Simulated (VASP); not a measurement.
Here is a VASP 6.6.1 calculation.

The input INCAR:

```
ALGO     = Normal         # electronic algorithm
EDIFF    = 1E-6           # SCF threshold, eV
ENCUT    = 500            # plane-wave cutoff, eV
GGA      = PE             # functional
GGA_COMPAT= False        
ISIF     = 2              # what is computed and relaxed
ISMEAR   = 0              # smearing method
LASPH    = True           # aspherical terms in the spheres
LCHARG   = True           # write CHGCAR
LELF     = True           # ELF
LREAL    = False          # projectors in reciprocal space
LVHAR    = True         
LWAVE    = False          # write WAVECAR
NBANDS   = 15             # bands
NELM     = 120            # most SCF steps
PREC     = Accurate       # precision mode
SIGMA    = 0.02           # smearing width, eV
```

The input KPOINTS:

```
k-points
0
Gamma
  8 8 8
```

File POSCAR:

```
KCl
1.0
    0.0000000000      2.9745027123      2.9745027123
    2.9745027123      0.0000000000      2.9745027123
    2.9745027123      2.9745027123      0.0000000000
K Cl
1 1
Direct
    0.0000000000      0.0000000000      0.0000000000
    0.5000000000      0.5000000000      0.5000000000
```

Potentials or basis: VASP PAW PBE potentials, release 64 (K_sv, Cl).

Run with:

```sh
$ cat potpaw_PBE.64/K_sv/POTCAR potpaw_PBE.64/Cl/POTCAR > POTCAR
$ mpirun -np 1 vasp_std > vasp.out
```

**Question.** What does it give for the band gap on the k mesh?

**Answer.** 5.83 eV.

**Question.** Predict the pressure.

**Answer.** 5.8 GPa.

Caveat: the cell differs from its parent crystal (Li replaced by K, lengths x 1.196, strained); the cell stands under pressure. A k mesh can miss the band edges.
